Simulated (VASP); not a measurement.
Here is a VASP 6.6.1 calculation.

File POSCAR:

```
CdS
1.0
    0.0000000000      2.9392148400      2.9392148400
    2.9083530842      0.0000000000      2.9392148400
    2.9083530842      2.9392148400      0.0000000000
Cd S
1 1
Direct
    0.0000000000      0.0000000000      0.0000000000
    0.2500000000      0.2500000000      0.2500000000
```

Contents of INCAR.step1:

```
SYSTEM = CdS
  PREC = Accurate
  ENCUT = 520
  ISMEAR = 0
  SIGMA = 0.01
  LREAL = .False.
  LASPH = .True.
  NELM = 100
  NBANDS = 16
  GGA = PE
  ALGO = Normal
  EDIFF = 1E-4
  LWAVE = .True.
  LCHARG = .False.
```

File INCAR.step2:

```
SYSTEM = CdS
  PREC = Accurate
  ENCUT = 520
  EDIFF = 1E-7
  ISMEAR = 0
  SIGMA = 0.01
  LREAL = .False.
  LASPH = .True.
  NELM = 100
  ALGO = Normal
  ISIF = 2
  LWAVE = .False.
  LCHARG = .True.
  METAGGA = R2SCAN
  LMIXTAU = .True.
  LELF = .True.
  LVHAR = .True.
  NBANDS = 16
  ISTART = 1
```

File KPOINTS:

```
regular mesh
0
Gamma
  8 8 8
  0 0 0
```

Potentials or basis: VASP PAW PBE potentials, release 64 (Cd, S).

Launch:

```sh
$ cat potpaw_PBE.64/Cd/POTCAR potpaw_PBE.64/S/POTCAR > POTCAR
$ cp INCAR.step1 INCAR
$ mpirun -np 1 vasp_std > vasp.out
$ cp INCAR.step2 INCAR
$ mpirun -np 1 vasp_std > vasp.out
```

Question: What does it give for the band gap on the k mesh?

Answer: 1.54 eV.

Question: Predict the pressure.

Answer: 1.0 GPa.

Stress tensor (GPa, compression positive):
```
1.07 0.00 0.00
0.00 0.89 0.00
0.00 0.00 0.89
```

Caveat: the cell differs from its parent crystal (uniaxial x strain -1.1%); the PAW data sets were made with another functional, which shifts forces and pressure a little.
